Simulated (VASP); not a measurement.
# Rh12CO in VASP: notebook

Rh12CO is run at these levels: PBE+D3(BJ); tasks: single point.

Everything below comes from runs of VASP 6.6.1. Logs are shortened: lines on timing, memory, paths and dates and some standing lists are left out, and cuts for length are marked.

### 1 The cell of the first run

The cell holds a slab with vacuum, 14 atoms: a = 4.646 Å, b = 4.646 Å, c = 26.720 Å, α = 90.00°, β = 90.00°, γ = 120.00°.

### 2 Single point, PBE+D3(BJ)

Contents of INCAR:

```
  ALGO = Normal
  DIPOL = 0.5 0.5 0.469
  EDIFF = 1E-6
  ENCUT = 520
  GGA = PE
  IDIPOL = 3
  ISIF = 2
  ISMEAR = 0
  IVDW = 12
  LASPH = True
  LCHARG = True
  LDIPOL = True
  LELF = True
  LREAL = False
  LVACPOTAV = True
  LVHAR = True
  LWAVE = False
  NBANDS = 108
  NELM = 100
  PREC = Accurate
  SIGMA = 0.1
```

Contents of KPOINTS:

```
k-points
0
Gamma
  6 6 1
```

Contents of POSCAR:

```
Rh12CO
1.0
    4.6459122621      0.0000000000      0.0000000000
   -2.3229561310      4.0234780427      0.0000000000
    0.0000000000      0.0000000000     26.7203121307
Rh C O
12 1 1
Direct
    0.0000000000      0.3333333333      0.3181100564
    0.3333333333      0.0000000000      0.3181100564
    0.6666666667      0.6666666667      0.3181100564
    0.3333333333      0.3333333333      0.4000740707
    0.6666666667      0.0000000000      0.4000740707
    0.0000000000      0.6666666667      0.4000740707
    0.6681401685      0.3348068352      0.4804904050
    0.0000000000     -0.0014735018      0.4804904050
    0.3318598315      0.6666666667      0.4804904050
    0.0000000000      0.3340501437      0.5641872583
    0.3326165229     -0.0007168104      0.5641872583
    0.6673834771      0.6666666667      0.5641872583
    0.0000000000      0.6666666667      0.6168066575
    0.0000000000      0.6666666667      0.6610751888
```

Potentials or basis: VASP PAW PBE potentials, release 64 (Rh_pv, C, O).

On the command line:

```sh
> cat potpaw_PBE.64/Rh_pv/POTCAR potpaw_PBE.64/C/POTCAR potpaw_PBE.64/O/POTCAR > POTCAR
> mpirun -np 1 vasp_std > vasp.out
```

OUTCAR:

```text
EDIFF = 1E-6
   ENCUT = 520
   GGA = PE
   ISIF = 2
   ISMEAR = 0
   IVDW = 12
   LASPH = True
   LREAL = False
   NELM = 100
   PREC = Accurate
 IVDW          = 12

 ion  position               nearest neighbor table
   1  0.000  0.333  0.318-   3 2.68   2 2.68   2 2.68   3 2.68   3 2.68   2 2.68   5 2.68   4 2.68
                             6 2.68
   2  0.333  0.000  0.318-   1 2.68   3 2.68   1 2.68   3 2.68   3 2.68   1 2.68   4 2.68   6 2.68
                             5 2.68
   3  0.667  0.667  0.318-   1 2.68   2 2.68   2 2.68   2 2.68   1 2.68   1 2.68   5 2.68   6 2.68
                             4 2.68
   4  0.333  0.333  0.400-   8 2.65   7 2.65   9 2.65   6 2.68   5 2.68   5 2.68   5 2.68   6 2.68
                             6 2.68   2 2.68   1 2.68   3 2.68
   5  0.667  0.000  0.400-   8 2.65   9 2.65   7 2.65   6 2.68   4 2.68   6 2.68   4 2.68   4 2.68
                             6 2.68   3 2.68   1 2.68   2 2.68
   6  0.000  0.667  0.400-   8 2.64   7 2.64   9 2.64   4 2.68   5 2.68   5 2.68   4 2.68   5 2.68
                             4 2.68   2 2.68   3 2.68   1 2.68
   7  0.668  0.335  0.480-   6 2.64   4 2.65   5 2.65   8 2.67   9 2.67   9 2.69   8 2.69   9 2.69
                             8 2.69  12 2.72  10 2.72  11 2.73
   8  0.000  0.999  0.480-   6 2.64   4 2.65   5 2.65   7 2.67   9 2.67   9 2.69   7 2.69   7 2.69
                             9 2.69  12 2.72  11 2.72  10 2.73
   9  0.332  0.667  0.480-   6 2.64   5 2.65   4 2.65   8 2.67   7 2.67   8 2.69   7 2.69   7 2.69
                             8 2.69  11 2.72  10 2.72  12 2.73
  10  0.000  0.334  0.564-  13 2.09  11 2.68  12 2.68  12 2.69  11 2.69  11 2.69  12 2.69   9 2.72
                             7 2.72   8 2.73
  11  0.333  0.999  0.564-  13 2.09  12 2.68  10 2.68  10 2.69  12 2.69  12 2.69  10 2.69   9 2.72
                             8 2.72   7 2.73
  12  0.667  0.667  0.564-  13 2.09  11 2.68  10 2.68  10 2.69  11 2.69  11 2.69  10 2.69   7 2.72
                             8 2.72   9 2.73
  13  0.000  0.667  0.617-  14 1.18  11 2.09  12 2.09  10 2.09
  14  0.000  0.667  0.661-  13 1.18

  LATTYP: Found a hexagonal cell.
 ALAT       =     4.6459122621
 C/A-ratio  =     5.7513596089

  Lattice vectors:

 A1 = (   4.6459122621,   0.0000000000,   0.0000000000)
 A2 = (  -2.3229561310,   4.0234780427,   0.0000000000)
 A3 = (   0.0000000000,   0.0000000000,  26.7203121307)

Analysis of symmetry for initial positions (statically):
=====================================================================
 Subroutine PRICEL returns:
 Original cell was already a primitive cell.

 Routine SETGRP: Setting up the symmetry group for a
 hexagonal supercell.

 Subroutine GETGRP returns: Found  6 space group operations
 (whereof  2 operations were pure point group operations)
 out of a pool of 24 trial point group operations.

The static configuration has the point symmetry C_1h.
 The point group associated with its full space group is C_3v.

Analysis of symmetry for dynamics (positions and initial velocities):
=====================================================================
 Subroutine PRICEL returns:
 Original cell was already a primitive cell.

 Routine SETGRP: Setting up the symmetry group for a
 hexagonal supercell.

 Subroutine GETGRP returns: Found  6 space group operations
 (whereof  2 operations were pure point group operations)
 out of a pool of 24 trial point group operations.

The dynamic configuration has the point symmetry C_1h.
 The point group associated with its full space group is C_3v.

 Subroutine INISYM returns: Found  6 space group operations
 (whereof  2 operations are pure point group operations),
 and found     1 'primitive' translations

----------------------------------------------------------------------------------------

                                     Primitive cell

  volume of cell :     499.4755

  direct lattice vectors                    reciprocal lattice vectors
     4.645912262  0.000000000  0.000000000     0.215242980  0.124270592  0.000000000
    -2.322956131  4.023478043  0.000000000     0.000000000  0.248541185  0.000000000
     0.000000000  0.000000000 26.720312131     0.000000000  0.000000000  0.037424713

  length of vectors
     4.645912262  4.645912262 26.720312131     0.248541185  0.248541185  0.037424713

  position of ions in fractional coordinates (direct lattice)
     0.000000000  0.333333333  0.318110056
     0.333333333  0.000000000  0.318110056
     0.666666667  0.666666667  0.318110056
     0.333333333  0.333333333  0.400074071
     0.666666667  0.000000000  0.400074071
     0.000000000  0.666666667  0.400074071
     0.668140169  0.334806835  0.480490405
     0.000000000  0.998526498  0.480490405
     0.331859831  0.666666667  0.480490405
     0.000000000  0.334050144  0.564187258
     0.332616523  0.999283190  0.564187258
     0.667383477  0.666666667  0.564187258
     0.000000000  0.666666667  0.616806657
     0.000000000  0.666666667  0.661075189

  ion indices of the primitive-cell ions
   primitive index   ion index
                 1           1
                 2           2
                 3           3
                 4           4
                 5           5
                 6           6
                 7           7
                 8           8
                 9           9
                10          10
                11          11
                12          12
                13          13
                14          14

----------------------------------------------------------------------------------------

 KPOINTS: k-points

Automatic generation of k-mesh.
 Grid dimensions read from file:
 generate k-points for:    6    6    1

 Generating k-lattice:

  Cartesian coordinates                     Fractional coordinates (reciprocal lattice)
     0.035873830  0.020711765  0.000000000     0.166666667  0.000000000  0.000000000
     0.000000000  0.041423531  0.000000000     0.000000000  0.166666667  0.000000000
     0.000000000  0.000000000  0.037424713     0.000000000  0.000000000  1.000000000

  Length of vectors
     0.041423531  0.041423531  0.037424713

  Shift w.r.t. Gamma in fractional coordinates (k-lattice)
     0.000000000  0.000000000  0.000000000

 Subroutine IBZKPT returns following result:
 ===========================================

 Found      7 irreducible k-points:

 Following reciprocal coordinates:
            Coordinates               Weight
  0.000000  0.000000  0.000000      1.000000
  0.166667  0.000000  0.000000      6.000000
  0.333333  0.000000  0.000000      6.000000
  0.500000  0.000000  0.000000      3.000000
  0.166667  0.166667  0.000000      6.000000
  0.333333  0.166667  0.000000     12.000000
  0.333333  0.333333  0.000000      2.000000
   k-points           NKPTS =      7   k-points in BZ     NKDIM =      7   number of bands    NBANDS=    108
   number of dos      NEDOS =    301   number of ions     NIONS =     14
   total plane-waves  NPLWV = 259200
   dimension x,y,z NGX =    36 NGY =   36 NGZ =  200
   dimension x,y,z NGXF=    72 NGYF=   72 NGZF=  400
   ions per type =              12   1   1
   NGX,Y,Z   is equivalent  to a cutoff of  12.88, 12.88, 12.44 a.u.
   NGXF,Y,Z  is equivalent  to a cutoff of  25.76, 25.76, 24.89 a.u.
 SYSTEM =  unknown system
   PREC   = accura    normal or accurate (medium, high low for compatibility)
   ISTART =      0    job   : 0-new  1-cont  2-samecut
   ICHARG =      2    charge: 1-file 2-atom 10-const
   ISPIN  =      1    spin polarized calculation?
   LNONCOLLINEAR =      F non collinear calculations
   LSORBIT =      F    spin-orbit coupling
   LASPH  =      T    aspherical Exc in radial PAW
   ENCUT  =  520.0 eV  38.22 Ry    6.18 a.u.   8.64  8.64 49.68*2*pi/ulx,y,z
   NELM   =    100;   NELMIN=  2; NELMDL= -5     # of ELM steps
   EDIFF  = 0.1E-05   stopping-criterion for ELM
   LREAL  =      F    real-space projection
   EDIFFG = 0.1E-04   stopping-criterion for IOM
   NSW    =      0    number of steps for IOM
   IBRION =     -1    ionic relax: 0-MD 1-quasi-New 2-CG
   NFREE  =      0    steps in history (QN), initial steepest desc. (CG)
   ISIF   =      2    stress and relaxation
   ISYM   =      2    0-nonsym 1-usesym 2-fastsym
   POTIM  = 0.5000    time-step for ionic-motion
   TEBEG  =    0.0;   TEEND  =   0.0 temperature during run
   PSTRESS=    0.0 pullay stress
   NELECT =     190.0000    total number of electrons
   NUPDOWN=      -1.0000    fix difference up-down
   EMIN   =  10.00;   EMAX   =-10.00  energy-range for DOS
   EFERMI =   0.00;   METHOD = LEGACY
   ISMEAR =     0;   SIGMA  =   0.10  broadening in eV -4-tet -1-fermi 0-gaus
   EFERMI_NEDOS =   21; number of points for ismear=-14 and -15
   IALGO  =     38    algorithm
   IMIX   =      4    mixing-type and parameters
     AMIX     =   0.40;   BMIX     =  1.00
     AMIX_MAG =   1.60;   BMIX_MAG =  1.00
  volume/ion in A,a.u.               =      35.68       240.76
  Fermi-wavevector in a.u.,A,eV,Ry     =   1.186191  2.241576 19.144067  1.407049
  Thomas-Fermi vector in A             =   2.322369
   LORBIT       =      0    0 simple, 1 ext, 2 COOP (PROOUT), +10 PAW based schemes
   GGA     = PE    functional components
   LHFCALC =     F    Hartree Fock is set to
   AEXX    =    0.0000 exact exchange contribution
   IVDW    =    12    specifies the selected vdW correction
   LEPSILON=     F    determine dielectric tensor
   LRPA    =     F    only Hartree local field effects (RPA)
 non-spin polarized calculation
 Gauss-broadening in eV      SIGMA  =   0.10
  energy-cutoff  :      520.00
  volume of cell :      499.48
 maximum number of plane-waves:     13487
 NGX is ok and might be reduce to    36
   NGX = 17   NGY = 17   NGZ = 99

 dipolmoment           0.000000      0.000000     -0.303122 electrons x Angstroem

 number of electron     189.9999951 magnetization

 dipolmoment           0.000000      0.000000      0.152301 electrons x Angstroem

 Free energy of the ion-electron system (eV)
  ---------------------------------------------------
  ext. energy  EPLUGINS =         0.00000000
  ---------------------------------------------------
  free energy    TOTEN  =       -99.00081590 eV

  energy without entropy =      -98.89093922  energy(sigma->0) =      -98.94587756

 E-fermi :   0.3541     XC(G=0):  -5.6883

 val. band max:        0.3508892552   @ k =   0.3333   0.3333   0.0000
 cond. band min:       0.3758343015   @ k =   0.3333   0.0000   0.0000
 fundamental gap:      0.0249450462
 Fermi energy:         0.3540906892

 k-point     1 :       0.0000    0.0000    0.0000
  band No.  band energies     occupation
      1     -46.7725      2.00000
      2     -46.6673      2.00000
      3     -46.6673      2.00000
      4     -46.6500      2.00000
      5     -46.6500      2.00000
      6     -46.6316      2.00000
[... 99 lines left out ...]
    106       3.8054      0.00000
    107       3.8054      0.00000

 k-point     2 :       0.1667    0.0000    0.0000
  band No.  band energies     occupation
      1     -46.7577      2.00000
      2     -46.7452      2.00000
      3     -46.7198      2.00000
      4     -46.6712      2.00000
      5     -46.6549      2.00000
      6     -46.5670      2.00000
[... 542 lines left out ...]
 k-point     7 :       0.3333    0.3333    0.0000
  band No.  band energies     occupation
      1     -46.7043      2.00000
      2     -46.7043      2.00000
      3     -46.6992      2.00000
      4     -46.6685      2.00000
      5     -46.6685      2.00000
      6     -46.6628      2.00000
[... 99 lines left out ...]
    106       0.9221      0.00000
    107       1.5905      0.00000
 [bands above 107 left out]

------------------------ aborting loop because EDIFF is reached ----------------------------------------

 Edisp (eV)   -6.12488

 E8    (eV) :    -2.8117

  FORCE on cell =-STRESS in cart. coord.  units (eV):
  Direction    XX          YY          ZZ          XY          YZ          ZX
  --------------------------------------------------------------------------------------
  -------------------------------------------------------------------------------------
  Total      -4.22856    -4.22856    -0.57399    -0.00000     0.00000    -0.00000
  in kB     -13.56403   -13.56403    -1.84121    -0.00000     0.00000    -0.00000
  external pressure =       -9.66 kB  Pullay stress =        0.00 kB

 VOLUME and BASIS-vectors are now :
 -----------------------------------------------------------------------------
  energy-cutoff  :      520.00
  volume of cell :      499.48
      direct lattice vectors                 reciprocal lattice vectors
     4.645912262  0.000000000  0.000000000     0.215242980  0.124270592  0.000000000
    -2.322956131  4.023478043  0.000000000     0.000000000  0.248541185  0.000000000
     0.000000000  0.000000000 26.720312131     0.000000000  0.000000000  0.037424713

 POSITION                                       TOTAL-FORCE (eV/Angst)
 -----------------------------------------------------------------------------------
     -0.77432      1.34116      8.50000        -0.025525      0.044211      0.190951
      1.54864      0.00000      8.50000        -0.025525     -0.044211      0.190951
      1.54864      2.68232      8.50000         0.051050     -0.000000      0.190951
      0.77432      1.34116     10.69010        -0.000000     -0.000000     -0.041537
      3.09727      0.00000     10.69010        -0.000000     -0.000000     -0.041537
     -1.54864      2.68232     10.69010        -0.000000     -0.000000     -0.515600
      2.32638      1.34709     12.83885         0.000089      0.000155      0.011406
     -2.31953      4.01755     12.83885         0.000089     -0.000155      0.011406
     -0.00685      2.68232     12.83885        -0.000179     -0.000000      0.011406
     -0.77598      1.34404     15.07526         0.007753     -0.013429     -0.003737
     -0.77598      4.02059     15.07526         0.007753      0.013429     -0.003737
      1.55197      2.68232     15.07526        -0.015506     -0.000000     -0.003737
     -1.54864      2.68232     16.48127        -0.000000     -0.000000     -0.661900
     -1.54864      2.68232     17.66414        -0.000000     -0.000000      0.664714
 -----------------------------------------------------------------------------------
    total drift:                               -0.000001      0.000001      0.004405

  FREE ENERGIE OF THE ION-ELECTRON SYSTEM (eV)
  ---------------------------------------------------
  free  energy   TOTEN  =      -105.1257000178 eV

  energy  without entropy=     -105.0158233366  energy(sigma->0) =     -105.07076168

 vacuum level on the upper side and lower side of the slab         6.958         5.483
```

Run time: 15 min. Hardware: 1 thread of Intel Xeon Platinum 8488C (Sapphire Rapids), shared host; peak memory 0.7 GiB.

Results:

| Quantity | Value |
| --- | --- |
| Free energy | -105.1257 eV |
| Largest force | 0.665 eV/Å |
| Band gap on the k mesh | zero (bands 95 and 96 overlap by 0.31 eV) |
| Dispersion energy per atom | -0.437 eV |

Forces in eV/Å, atoms in the order of the input:
```
Rh  -0.026  0.044  0.191
Rh  -0.026 -0.044  0.191
Rh   0.051  0.000  0.191
Rh   0.000  0.000 -0.042
Rh   0.000  0.000 -0.042
Rh   0.000  0.000 -0.516
Rh   0.000  0.000  0.011
Rh   0.000  0.000  0.011
Rh   0.000  0.000  0.011
Rh   0.008 -0.013 -0.004
Rh   0.008  0.013 -0.004
Rh  -0.016  0.000 -0.004
C    0.000  0.000 -0.662
O    0.000  0.000  0.665
```

### 3 Single point, PBE+D3(BJ)

Contents of INCAR:

```
SYSTEM = Rh12CO
PREC = Accurate
ENCUT = 520
EDIFF = 1E-6
ISMEAR = 0
SIGMA = 0.1
LREAL = .FALSE.
LASPH = .TRUE.
NELM = 60
ALGO = Normal
ISIF = 2
LWAVE = .FALSE.
LCHARG = .FALSE.
LDIPOL = .TRUE.
IDIPOL = 3
DIPOL = 0.5 0.5 0.469
GGA = PE
IVDW = 12
NBANDS = 108
```

Contents of KPOINTS:

```
Automatic mesh
0
G
  6 6 1
  0 0 0
```

Contents of POSCAR:

```
Rh12CO
1.0
    4.6459122621      0.0000000000      0.0000000000
   -2.3229561310      4.0234780427      0.0000000000
    0.0000000000      0.0000000000     26.7203121307
Rh C O
12 1 1
Direct
    0.0000000000      0.3333333333      0.3181100564
    0.3333333333      0.0000000000      0.3181100564
    0.6666666667      0.6666666667      0.3181100564
    0.3333333333      0.3333333333      0.4000740707
    0.6666666667      0.0000000000      0.4000740707
    0.0000000000      0.6666666667      0.4000740707
    0.6666666667      0.3333333333      0.4805120703
    0.0000000000      0.0000000000      0.4804409127
    0.3333333333      0.6666666667      0.4804409127
    0.0014713539      0.3333333333      0.5640806291
    0.3318619794     -0.0014713539      0.5640806291
    0.6666666667      0.6681380206      0.5640806291
    0.6666666667      0.3333333333      0.6156416596
    0.6666666667      0.3333333333      0.6599650271
```

Potentials or basis: VASP PAW PBE potentials, release 64 (Rh_pv, C, O).

On the command line:

```sh
> cat potpaw_PBE.64/Rh_pv/POTCAR potpaw_PBE.64/C/POTCAR potpaw_PBE.64/O/POTCAR > POTCAR
> mpirun -np 1 vasp_std > vasp.out
```

Run time: 15 min. Hardware: 1 thread of Intel Xeon Platinum 8488C (Sapphire Rapids), shared host; peak memory 0.73 GiB.

It converged, with:

```yaml
Free_energy: -105.1728 eV
Largest_force: 0.659 eV/Å
Band_gap_on_the_k_mesh: zero (bands 95 and 96 overlap by 0.29 eV)
Dispersion_energy_per_atom: -0.438 eV
```

Forces in eV/Å, atoms in the order of the input:
```
Rh   0.052  0.000  0.195
Rh  -0.026 -0.045  0.195
Rh  -0.026  0.045  0.195
Rh   0.032  0.000 -0.205
Rh  -0.016  0.028 -0.205
Rh  -0.016 -0.028 -0.205
Rh   0.000  0.000  0.015
Rh   0.000  0.000  0.010
Rh   0.000  0.000  0.010
Rh   0.006  0.000 -0.005
Rh  -0.003 -0.005 -0.005
Rh  -0.003  0.005 -0.005
C    0.000  0.000 -0.649
O    0.000  0.000  0.659
```

Levels at points of the mesh, in eV from the Fermi level:
```csv
k point,band 94,band 95,band 96,band 97,band 98,band 99
"(0.00, 0.00, 0.00)",-0.36,-0.14,-0.14,0.08,0.08,0.18
"(0.50, 0.00, 0.00)",0.08,0.15,0.20,0.22,0.26,0.27
```

The gap in the log of VASP goes by the Fermi energy; the results here count the filled bands.